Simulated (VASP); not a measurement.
A run of VASP 6.6.1:

Contents of INCAR:

```
PREC     = Accurate       # precision mode
ENCUT    = 600            # plane-wave cutoff, eV
EDIFF    = 1E-6           # SCF threshold, eV
ISMEAR   = -1             # smearing method
SIGMA    = 0.05           # smearing width, eV
LREAL    = F              # projectors in reciprocal space
LASPH    = T              # aspherical terms in the spheres
NELM     = 60             # most SCF steps
ALGO     = Fast           # electronic algorithm
ISIF     = 3              # what is computed and relaxed
LWAVE    = F              # write WAVECAR
LCHARG   = F              # write CHGCAR
GGA      = PE             # functional
IVDW     = 13             # dispersion correction
IBRION   = 2              # ionic algorithm
NSW      = 60             # ionic steps
EDIFFG   = -0.01          # ionic threshold
```

KPOINTS

```
Automatic mesh
0
Gamma
  10 10 10
```

The input POSCAR:

```
Au
1.0
    2.7484100000      0.0000000000      0.0000000000
    0.0000000000      2.7484100000      0.0000000000
    0.0000000000      0.0000000000      2.7484100000
Au
1
Direct
    0.5000000000      0.5000000000      0.5000000000
```

Potentials or basis: VASP PAW PBE potentials, release 64 (Au).

Run with:

```sh
$ cat potpaw_PBE.64/Au/POTCAR > POTCAR
$ mpirun -np 1 vasp_std > vasp.out
```

Hardware: 1 thread of Intel(R) Xeon(R) Platinum 8259CL CPU @ 2.50GHz (Skylake/Cascade Lake) (shared host).

Estimate the wall time of this run.

Wall time 21 s on 1 thread of Intel(R) Xeon(R) Platinum 8259CL CPU @ 2.50GHz (Skylake/Cascade Lake) (shared host), peak memory 0.15 GiB. Counts: scf iterations 30, k points 56, ion steps 3.
